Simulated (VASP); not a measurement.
# Ge8Mo3W: relaxation of cell and atoms with PBE

Crystal: Ge8Mo3W.

```
Ge Mo W
1.0
     2.52825   -4.41121    0.00000
     2.52825    4.41121    0.00000
     0.00000    0.00000   10.11301
Ge Mo W
8 3 1
Direct
  0.66670 0.33330 0.75000
  0.16670 0.83330 0.50000
  0.66670 0.33330 0.25000
  0.16670 0.83330 0.00000
  0.33330 0.66670 0.75000
  0.83330 0.16670 0.50000
  0.33330 0.66670 0.25000
  0.83330 0.16670 0.00000
  0.00000 0.00000 0.75000
  0.00000 0.00000 0.25000
  0.50000 0.50000 0.00000
  0.50000 0.50000 0.50000
```

| Quantity | Value |
| --- | --- |
| Program | VASP 6.6.1 |
| Task | relaxation of cell and atoms |
| Functional | PBE |
| Potentials or basis | VASP PAW PBE potentials, release 64 (Ge_d, Mo_sv, W_sv) |
| Cutoff | 600 eV |
| k mesh | 4 × 4 × 2 |
| Occupations | gaussian, width 0.1 eV |
| Spin | no spin polarisation |
| Dipole correction | no |
| Further INCAR settings | ALGO = Fast; EDIFF = 1e-06; IBRION = 2; EDIFFG = -0.04; NSW = 90; ISIF = 3 |

```yaml
Relaxed_volume: 15.41 Å³/atom
Relaxed_cell: a = 4.769 Å, b = 4.769 Å, c = 9.453 Å, α = 90.00°, β = 90.00°, γ = 120.68°
Space_group_after_relaxing_to_0.1_Å: Cmmm (No. 65)
Energy_gained_by_relaxing: 281.6 meV/atom
Ionic_steps: 10
Pressure_after_relaxing: 0.0 GPa
Largest_force_after_relaxing: 0.011 eV/Å
Band_gap_on_the_k_mesh: zero (bands 84 and 85 overlap by 0.83 eV)
```

Forces on the atoms (eV/Å):
```
Ge   0.000 -0.007  0.009
Ge   0.000 -0.010  0.000
Ge   0.000 -0.007 -0.009
Ge   0.000 -0.004  0.000
Ge   0.000  0.007  0.009
Ge   0.000  0.010  0.000
Ge   0.000  0.007 -0.009
Ge   0.000  0.004  0.000
Mo   0.000  0.000  0.009
Mo   0.000  0.000 -0.009
Mo   0.000  0.000  0.000
W    0.000  0.000  0.000
```

Stress tensor (GPa, compression positive):
```
-0.13  0.00  0.00
 0.00  0.08  0.00
 0.00  0.00 -0.08
```

Step by step:
```
step  energy change (eV)  largest force (eV/Å)  pressure (GPa)  volume (Å³)
   1              0.0000                0.7866          -20.75       225.57
   2              0.2280                0.6454           44.95       155.04
   3             -3.3305                0.3746           -0.95       185.69
   4             -3.3345                0.3551           -0.08       184.75
   5             -3.3340                0.3389            0.65       183.98
   6             -3.3749                0.1062            0.82       183.90
   7             -3.3756                0.0727            0.87       183.89
   8             -3.3768                0.0256           -0.95       185.97
   9             -3.3795                0.0483           -0.15       185.02
  10             -3.3798                0.0109           -0.04       184.91
```

Final structure:
```xyz
12
Lattice="2.3600 -4.1441 0.0000 2.3600 4.1441 0.0000 0.0000 0.0000 9.4530" Properties=species:S:1:pos:R:3 pbc="T T T"
Ge    2.3600   -1.3439    7.0929
Ge    2.3600    2.8013    4.7265
Ge    2.3600   -1.3439    2.3601
Ge    2.3600    2.8028    0.0000
Ge    2.3600    1.3439    7.0929
Ge    2.3600   -2.8013    4.7265
Ge    2.3600    1.3439    2.3601
Ge    2.3600   -2.8028    0.0000
Mo    0.0000    0.0000    7.0936
Mo    0.0000    0.0000    2.3594
Mo    2.3600    0.0000    0.0000
W     2.3600    0.0000    4.7265
```

Levels at points of the mesh, in eV from the Fermi level:
| k point | band 80 | band 81 | band 82 | band 83 | band 84 | band 85 | band 86 | band 87 | band 88 | band 89 |
| --- | --- | --- | --- | --- | --- | --- | --- | --- | --- | --- |
| (0.00, 0.00, 0.00) | -2.04 | -1.44 | -1.35 | -1.05 | 0.52 | 1.87 | 2.02 | 2.11 | 2.11 | 2.69 |
| (0.50, 0.00, 0.00) | -1.89 | -1.68 | -1.67 | -0.02 | -0.02 | 1.37 | 1.46 | 1.54 | 1.61 | 1.90 |
| (0.50, 0.50, 0.00) | -0.53 | -0.48 | -0.41 | -0.37 | -0.32 | -0.31 | 0.45 | 0.56 | 0.58 | 1.28 |
| (0.00, 0.00, 0.50) | -1.39 | -1.34 | -1.26 | -0.85 | -0.85 | 1.42 | 1.61 | 2.38 | 2.43 | 2.47 |
| (0.50, 0.00, 0.50) | -1.87 | -0.95 | -0.94 | -0.92 | -0.90 | 1.53 | 1.55 | 1.56 | 1.58 | 1.59 |
| (0.50, 0.50, 0.50) | -0.82 | -0.79 | -0.78 | -0.52 | -0.45 | -0.12 | -0.02 | 0.98 | 1.12 | 1.29 |

Run time: 2 h on 1 thread of Oxide Virtual Turin-like Processor, with other jobs on the host, peak memory 0.57 GiB.

Caveat: the volume moved by over 15 % at a fixed basis, so the end points are rough; spin-orbit coupling is left out, which moves the levels of the heavy elements.
